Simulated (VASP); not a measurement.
# MnS (R-3m) in VASP: single point with PBEsol

Aim: the single point of MnS with PBEsol.

All numbers are computed with VASP 6.6.1; they aren't measurements. Logs are shortened: lines on timing, memory, paths and dates and some standing lists are left out, and cuts for length are marked.

### 1 The cell of the first run

It takes space group R-3m (No. 166, trigonal). Conventional cell: a = 3.660 Å, b = 3.660 Å, c = 8.913 Å, α = 90.00°, β = 90.00°, γ = 120.00°. Within 3.4 Å of Mn (site symmetry -3m) lie 6 S at 2.58 Å. S (site symmetry -3m) has 6 Mn at 2.58 Å within 3.4 Å.

### 2 Single point, PBEsol, collinear spin, ferromagnetic start

File INCAR:

```
SYSTEM = MnS
  PREC = Accurate
  ENCUT = 520
  EDIFF = 1E-6
  ISMEAR = -1
  SIGMA = 0.05
  LREAL = .FALSE.
  LASPH = .TRUE.
  NELM = 150
  ALGO = Normal
  ISIF = 2
  LWAVE = .FALSE.
  LCHARG = .FALSE.
  ISPIN = 2
  MAGMOM = 5.2 5.2 0 0
  LORBIT = 11
  LMAXMIX = 4
  GGA = PS
  NBANDS = 31
```

File KPOINTS:

```
regular mesh
0
G
  7 7 7
  0 0 0
```

File POSCAR:

```
MnS
1.0
    1.8299960000      1.0565490000      5.9418410000
   -1.8299960000      1.0565490000      5.9418410000
    0.0000000000     -2.1130970000      5.9418410000
Mn S
2 2
Direct
    0.0000000000      0.0000000000      0.0000000000
    0.5000000000      0.5000000000      0.5000000000
    0.7500000000      0.7500000000      0.7500000000
    0.2500000000      0.2500000000      0.2500000000
```

Potentials or basis: VASP PAW PBE potentials, release 64 (Mn_pv, S).

The run is started by

```console
> cat potpaw_PBE.64/Mn_pv/POTCAR potpaw_PBE.64/S/POTCAR > POTCAR
> mpirun -np 1 vasp_std > vasp.out
```

OUTCAR:

```text
SYSTEM = MnS
   PREC = Accurate
   ENCUT = 520
   EDIFF = 1E-6
   ISMEAR = -1
   LREAL = .FALSE.
   LASPH = .TRUE.
   NELM = 150
   ISIF = 2
   ISPIN = 2
   LORBIT = 11
   GGA = PS

 ion  position               nearest neighbor table
   1  0.000  0.000  0.000-   3 2.58   4 2.58   3 2.58   3 2.58   4 2.58   4 2.58
   2  0.500  0.500  0.500-   4 2.58   3 2.58   4 2.58   4 2.58   3 2.58   3 2.58
   3  0.750  0.750  0.750-   2 2.58   1 2.58   2 2.58   2 2.58   1 2.58   1 2.58
   4  0.250  0.250  0.250-   1 2.58   2 2.58   1 2.58   1 2.58   2 2.58   2 2.58

  LATTYP: Found a trigonal (rhomboedric) cell.
 ALAT       =     6.3063979908
 COS(alpha) =     0.8315901349

  Lattice vectors:

 A1 = (   1.8299960000,   1.0565490000,   5.9418410000)
 A2 = (  -1.8299960000,   1.0565490000,   5.9418410000)
 A3 = (   0.0000000000,  -2.1130970000,   5.9418410000)

Analysis of symmetry for initial positions (statically):
=====================================================================
 Subroutine PRICEL returns following result:

  LATTYP: Found a trigonal (rhomboedric) cell.
 ALAT       =     3.6457576318
 COS(alpha) =     0.4960880131
[... 12 lines left out ...]
 Subroutine GETGRP returns: Found 12 space group operations
 (whereof 12 operations were pure point group operations)
 out of a pool of 12 trial point group operations.

The static configuration has the point symmetry D_3d.

Analysis of symmetry for dynamics (positions and initial velocities):
=====================================================================
 Subroutine PRICEL returns following result:

  LATTYP: Found a trigonal (rhomboedric) cell.
 ALAT       =     3.6457576318
 COS(alpha) =     0.4960880131
[... 12 lines left out ...]
 Subroutine GETGRP returns: Found 12 space group operations
 (whereof 12 operations were pure point group operations)
 out of a pool of 12 trial point group operations.

The dynamic configuration has the point symmetry D_3d.

Analysis of structural, dynamic, and magnetic symmetry:
=====================================================================
 Subroutine PRICEL returns following result:

  LATTYP: Found a trigonal (rhomboedric) cell.
 ALAT       =     3.6457576318
 COS(alpha) =     0.4960880131
[... 12 lines left out ...]
 Subroutine GETGRP returns: Found 12 space group operations
 (whereof 12 operations were pure point group operations)
 out of a pool of 12 trial point group operations.

The overall configuration has the point symmetry D_3d.

 Subroutine INISYM returns: Found 12 space group operations
 (whereof 12 operations are pure point group operations),
 and found     2 'primitive' translations

----------------------------------------------------------------------------------------

                                     Primitive cell

  volume of cell :      34.4653

  direct lattice vectors                    reciprocal lattice vectors
    -1.829996000 -1.056548500  2.970920500    -0.273224641 -0.157746322  0.112198680
     1.829996000 -1.056548500  2.970920500     0.273224641 -0.157746322  0.112198680
     0.000000000  2.113097500  2.970920500    -0.000000000  0.315492645  0.112198654

  length of vectors
     3.645757632  3.645757632  3.645757762     0.334849445  0.334849445  0.334849439

  position of ions in fractional coordinates (direct lattice)
     0.000000000  0.000000000  0.000000000
     0.500000000  0.500000000  0.500000000

  ion indices of the primitive-cell ions
   primitive index   ion index
                 1           1
                 2           3

----------------------------------------------------------------------------------------

 KPOINTS: regular mesh

Automatic generation of k-mesh.
 Grid dimensions read from file:
 generate k-points for:    7    7    7

 Generating k-lattice:

  Cartesian coordinates                     Fractional coordinates (reciprocal lattice)
     0.039032092  0.022535189  0.008014190     0.142857143 -0.000000000  0.000000000
    -0.039032092  0.022535189  0.008014190    -0.000000000  0.142857143  0.000000000
     0.000000000 -0.045070378  0.008014193    -0.000000000 -0.000000000  0.142857143

  Length of vectors
     0.045777354  0.045777354  0.045777355

  Shift w.r.t. Gamma in fractional coordinates (k-lattice)
     0.000000000  0.000000000  0.000000000

 Subroutine IBZKPT returns following result:
 ===========================================

 Found     44 irreducible k-points:

 Following reciprocal coordinates:
            Coordinates               Weight
  0.000000  0.000000  0.000000      1.000000
  0.142857  0.000000  0.000000      6.000000
  0.285714  0.000000  0.000000      6.000000
  0.428571  0.000000  0.000000      6.000000
  0.142857  0.142857  0.000000      6.000000
  0.285714  0.142857  0.000000     12.000000
[... 16 lines left out ...]
  0.285714  0.285714  0.142857      6.000000
  0.428571  0.285714  0.142857     12.000000
 [... further k-points ...]
   k-points           NKPTS =     44   k-points in BZ     NKDIM =     44   number of bands    NBANDS=     31
   number of dos      NEDOS =    301   number of ions     NIONS =      4
   total plane-waves  NPLWV = 110592
   dimension x,y,z NGX =    48 NGY =   48 NGZ =   48
   dimension x,y,z NGXF=    96 NGYF=   96 NGZF=   96
   ions per type =               2   2
   NGX,Y,Z   is equivalent  to a cutoff of  12.65, 12.65, 12.65 a.u.
   NGXF,Y,Z  is equivalent  to a cutoff of  25.31, 25.31, 25.31 a.u.
 SYSTEM =  MnS
   PREC   = accura    normal or accurate (medium, high low for compatibility)
   ISTART =      0    job   : 0-new  1-cont  2-samecut
   ICHARG =      2    charge: 1-file 2-atom 10-const
   ISPIN  =      2    spin polarized calculation?
   LNONCOLLINEAR =      F non collinear calculations
   LSORBIT =      F    spin-orbit coupling
   LASPH  =      T    aspherical Exc in radial PAW
   ENCUT  =  520.0 eV  38.22 Ry    6.18 a.u.  11.73 11.73 11.73*2*pi/ulx,y,z
   NELM   =    150;   NELMIN=  2; NELMDL= -5     # of ELM steps
   EDIFF  = 0.1E-05   stopping-criterion for ELM
   LREAL  =      F    real-space projection
   EDIFFG = 0.1E-04   stopping-criterion for IOM
   NSW    =      0    number of steps for IOM
   IBRION =     -1    ionic relax: 0-MD 1-quasi-New 2-CG
   NFREE  =      0    steps in history (QN), initial steepest desc. (CG)
   ISIF   =      2    stress and relaxation
   ISYM   =      2    0-nonsym 1-usesym 2-fastsym
   POTIM  = 0.5000    time-step for ionic-motion
   TEBEG  =    0.0;   TEEND  =   0.0 temperature during run
   PSTRESS=    0.0 pullay stress
   NELECT =      38.0000    total number of electrons
   NUPDOWN=      -1.0000    fix difference up-down
   EMIN   =  10.00;   EMAX   =-10.00  energy-range for DOS
   EFERMI =   0.00;   METHOD = LEGACY
   ISMEAR =    -1;   SIGMA  =   0.05  broadening in eV -4-tet -1-fermi 0-gaus
   EFERMI_NEDOS =   21; number of points for ismear=-14 and -15
   IALGO  =     38    algorithm
   IMIX   =      4    mixing-type and parameters
     AMIX     =   0.40;   BMIX     =  1.00
     AMIX_MAG =   1.60;   BMIX_MAG =  1.00
  volume/ion in A,a.u.               =      17.23       116.29
  Fermi-wavevector in a.u.,A,eV,Ry     =   1.342349  2.536671 24.516343  1.801900
  Thomas-Fermi vector in A             =   2.470510
   LORBIT       =     11    0 simple, 1 ext, 2 COOP (PROOUT), +10 PAW based schemes
   GGA     = PS    functional components
   LHFCALC =     F    Hartree Fock is set to
   AEXX    =    0.0000 exact exchange contribution
   IVDW    =     0    specifies the selected vdW correction
   LEPSILON=     F    determine dielectric tensor
   LRPA    =     F    only Hartree local field effects (RPA)
 spin polarized calculation
  energy-cutoff  :      520.00
  volume of cell :       68.93
 maximum number of plane-waves:      1872
   NGX = 23   NGY = 23   NGZ = 23

 number of electron      38.0000000 magnetization      10.4000000

 number of electron      38.0000003 magnetization       9.1799612

 Free energy of the ion-electron system (eV)
  ---------------------------------------------------
  ext. energy  EPLUGINS =         0.00000000
  ---------------------------------------------------
  free energy    TOTEN  =       -29.79892121 eV

  energy without entropy =      -29.78504491  energy(sigma->0) =      -29.79198306

 E-fermi :   6.8287     XC(G=0): -10.9418

 val. band max:        6.8095061562   @ k =  -0.4286  -0.4286   0.1429
 cond. band min:       6.8395776237   @ k =   0.2857   0.2857   0.0000
 fundamental gap:      0.0300714675
 Fermi energy:         6.8286681934

 spin component 1

 k-point     1 :       0.0000    0.0000    0.0000
  band No.  band energies     occupation
      1     -43.6663      1.00000
      2     -43.6585      1.00000
      3     -43.6585      1.00000
      4     -43.6571      1.00000
      5     -43.6571      1.00000
      6     -43.6568      1.00000
[... 805 lines left out ...]
     30      13.5391      0.00000
     31      14.9084      0.00000

 [... further k-points ...]

 spin component 2

 k-point     1 :       0.0000    0.0000    0.0000
  band No.  band energies     occupation
      1     -39.2881      1.00000
      2     -39.2782      1.00000
      3     -39.2782      1.00000
      4     -39.2764      1.00000
      5     -39.2764      1.00000
      6     -39.2752      1.00000
[... 805 lines left out ...]
     30      14.5761      0.00000
     31      15.7872      0.00000

 [... further k-points ...]

------------------------ aborting loop because EDIFF is reached ----------------------------------------

  FORCE on cell =-STRESS in cart. coord.  units (eV):
  Direction    XX          YY          ZZ          XY          YZ          ZX
  --------------------------------------------------------------------------------------
  -------------------------------------------------------------------------------------
  Total       -2.8948855     -2.8948854     -2.6577836      0.0000000     -0.0000001      0.0000000
  in kB      -67.2868261    -67.2868240    -61.7757865      0.0000000     -0.0000035      0.0000000
  external PRESSURE =     -65.4498122 kB  Pullay stress =       0.0000000 kB

 VOLUME and BASIS-vectors are now :
 -----------------------------------------------------------------------------
  energy-cutoff  :      520.00
  volume of cell :       68.93
      direct lattice vectors                 reciprocal lattice vectors
     1.829996000  1.056549000  5.941841000     0.273224641  0.157746322  0.056099327
    -1.829996000  1.056549000  5.941841000    -0.273224641  0.157746322  0.056099327
     0.000000000 -2.113097000  5.941841000     0.000000000 -0.315492645  0.056099353

 POSITION                                       TOTAL-FORCE (eV/Angst)
 -----------------------------------------------------------------------------------
      0.00000      0.00000      0.00000         0.000000     -0.000000     -0.000000
      0.00000      0.00000      8.91276        -0.000000     -0.000000      0.000000
      0.00000      0.00000     13.36914        -0.000000      0.000000      0.000000
      0.00000      0.00000      4.45638         0.000000      0.000000      0.000000
 -----------------------------------------------------------------------------------
    total drift:                                0.000000      0.000000     -0.000000

  FREE ENERGIE OF THE ION-ELECTRON SYSTEM (eV)
  ---------------------------------------------------
  free  energy   TOTEN  =       -29.7989212117 eV

  energy  without entropy=      -29.7850449112  energy(sigma->0) =      -29.79198306

 total charge

# of ion       s       p       d       tot
------------------------------------------
    1        0.222   6.173   4.942  11.338
    2        0.222   6.173   4.942  11.338
    3        1.323   2.371   0.000   3.694
    4        1.323   2.371   0.000   3.694
--------------------------------------------------
tot          3.090  17.089   9.885  30.064

 magnetization (x)

# of ion       s       p       d       tot
------------------------------------------
    1        0.051   0.040   4.073   4.163
    2        0.051   0.040   4.073   4.163
    3        0.026   0.063   0.000   0.089
    4        0.026   0.063   0.000   0.089
--------------------------------------------------
tot          0.153   0.206   8.145   8.505
```

Wall time 11 min (1 thread of Intel Xeon 8259CL, shared host); peak memory 0.48 GiB.

What came out:

- Free energy: -29.7989 eV
- Pressure: -6.5 GPa
- Net moment: 9.18 μB per cell
- Site moments: Mn +4.16; S +0.09 μB
- Valence electrons inside the program's atomic spheres: Mn 11.34; S 3.69

Stress tensor (GPa, compression positive):
```
-6.73  0.00  0.00
 0.00 -6.73  0.00
 0.00  0.00 -6.18
```

Caveat: the cell stands under tension; the PAW data sets were made with another functional, which shifts forces and pressure a little; semilocal functionals often make such compounds metallic where correlation or magnetic order opens a gap, which also shifts bond lengths; only a ferromagnetic start was run, and an antiferromagnetic order may lie lower in energy. With open d or f shells a metallic result of PBEsol can be an artefact of self-interaction; +U or a hybrid may open a gap.
